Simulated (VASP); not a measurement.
A run of VASP 6.6.1 is set up as follows.

File INCAR:

```
PREC = Accurate ; ENCUT = 520
EDIFF = 1E-8 ; ISMEAR = -1
SIGMA = 0.05 ; LREAL = False
LASPH = True ; NELM = 100
ALGO = Normal ; ISIF = 2
LWAVE = False ; LCHARG = False
GGA = CA ; LEFG = True
NBANDS = 16
```

File KPOINTS:

```
Automatic mesh
0
Gamma
  11 11 11
```

The input POSCAR:

```
GaAs
1.0
    0.0000000000      2.8078772807      2.8078772807
    2.8078772807      0.0000000000      2.8078772807
    2.8078772807      2.8078772807      0.0000000000
Ga As
1 1
Direct
    0.0000000000      0.0000000000      0.0000000000
    0.7500000000      0.7500000000      0.7500000000
```

Potentials or basis: VASP PAW LDA potentials, release 64 (Ga_d, As).

Run with:

```sh
$ cat potpaw_LDA.64/Ga_d/POTCAR potpaw_LDA.64/As/POTCAR > POTCAR
$ mpirun -np 1 vasp_std > vasp.out
```

Problem. Predict the pressure.

Solution. -0.2 GPa.

Problem. What does it give for the band gap on the k mesh?

Solution. 0.48 eV, direct.

Caveat: without QUAD_EFG the Cq values of the log hold for a quadrupole moment of 1 mb, not for the nuclei. A k mesh can miss the band edges.
